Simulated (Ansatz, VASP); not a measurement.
## Two plane-wave programs on GaN

POSCAR

```
GaN
1.0
    0.0000000000      2.2489525415      2.2489525415
    2.2489525415      0.0000000000      2.2489525415
    2.2489525415      2.2489525415      0.0000000000
Ga N
1 1
Direct
    0.0000000000      0.0000000000      0.0000000000
    0.2500000000      0.2500000000      0.2500000000
```

The input INCAR.step1:

```
  ALGO = Normal
  EDIFF = 1E-5
  ENCUT = 520
  GGA = PE
  ISIF = 2
  ISMEAR = 0
  LASPH = True
  LCHARG = False
  LREAL = False
  LWAVE = True
  NBANDS = 16
  NELM = 80
  PREC = Accurate
  SIGMA = 0.01
```

File INCAR.step2:

```
  AEXX = 0.1
  ALGO = Normal
  EDIFF = 1E-6
  ENCUT = 520
  GGA = PE
  ISIF = 2
  ISMEAR = 0
  ISTART = 1
  LASPH = True
  LCHARG = False
  LHFCALC = True
  LREAL = False
  LWAVE = False
  NBANDS = 16
  NELM = 80
  PREC = Accurate
  PRECFOCK = Normal
  SIGMA = 0.01
```

Contents of KPOINTS:

```
k-points
0
Gamma
  4 4 4
```

Input for Ansatz:

```yaml
crystal:
  lattice:
    - [0.0, 2.2489525415, 2.2489525415]
    - [2.2489525415, 0.0, 2.2489525415]
    - [2.2489525415, 2.2489525415, 0.0]
  atoms:
    - { symbol: Ga, position: [0.0, 0.0, 0.0] }
    - { symbol: "N", position: [0.25, 0.25, 0.25] }
kpoints:
  mp_grid: { grid: [4, 4, 4] }
hamiltonian:
  xc: { exchange: pbe, correlation: pbe, exx: { coeff: 0.1 } }
scf:
  occupations: { method: fixed }
  n_extra_bands: 4
output:
  forces: true
  stress: true
  eigenvalues: true
```

Alike in both runs: task single point; functional PBE-based global hybrid with a share of 0.1 of exact exchange; k mesh 4 × 4 × 4; no spin polarisation.

|  | VASP | Ansatz |
| --- | --- | --- |
| version | VASP 6.6.1 | Ansatz 0.2.0 |
| potentials or method | VASP PAW PBE potentials, release 64 (Ga_d, N) | plane waves |
| plane-wave cutoff (eV) | 520 | 420 |
| occupations | gaussian, width 0.01 eV | fixed |
| valence electrons in the cell | 18 | 18 |

```tsv
	VASP	Ansatz	Ansatz less VASP
gap on the k mesh at the Fermi level (eV)	2.57	2.53	-0.035
pressure (GPa)	3.6	3.6	0.00
```

VASP's potentials were made for PBE, not for PBE-based global hybrid. Ansatz's warnings: stress exchange threshold loose, stress scf threshold loose.

The k mesh is coarse, so the values compare programs but aren't converged.
